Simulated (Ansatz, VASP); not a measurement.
# Two plane-wave programs on SiC5

```xyz
6
Lattice="2.5181 0.0000 0.0000 -1.2591 2.1808 0.0000 0.0000 0.0000 8.0012" Properties=species:S:1:pos:R:3 pbc="T T T"
Si    0.0000    1.4538    0.0000
C     0.0000    1.4538    1.9956
C     0.0000    1.4538    6.0057
C     1.2591    0.7269    2.5176
C     1.2591    0.7269    4.0006
C     1.2591    0.7269    5.4836
```

Alike in both runs: functional PBE; k mesh 18 × 18 × 6; occupations gaussian, width 0.1 eV; no spin polarisation.

Ansatz relaxed the structure, and its values are those at the end. VASP's run is a single point on that final structure, the one shown.

|  | VASP | Ansatz |
| --- | --- | --- |
| version | VASP 6.6.1 | Ansatz 0.2.0 |
| potentials or method | VASP PAW PBE potentials, release 64 (Si, C), cutoff 520 eV | scalar-relativistic, plane waves, PAW |
| valence electrons in the cell | 24 | 24 |

VASP gave:

* gap on the k mesh at the Fermi level (eV): none
* pressure (GPa): 0.4
* rms of the force components (eV/Å): 0.008

Task: What did Ansatz give for the same quantities?

Result: gap on the k mesh at the Fermi level (eV): none; pressure (GPa): 0.0; rms of the force components (eV/Å): 0.000.

A gap of «none» marks a metal or a gap that the smearing closes. The functional is the same, so the differences come from potentials, cutoffs and numerics.
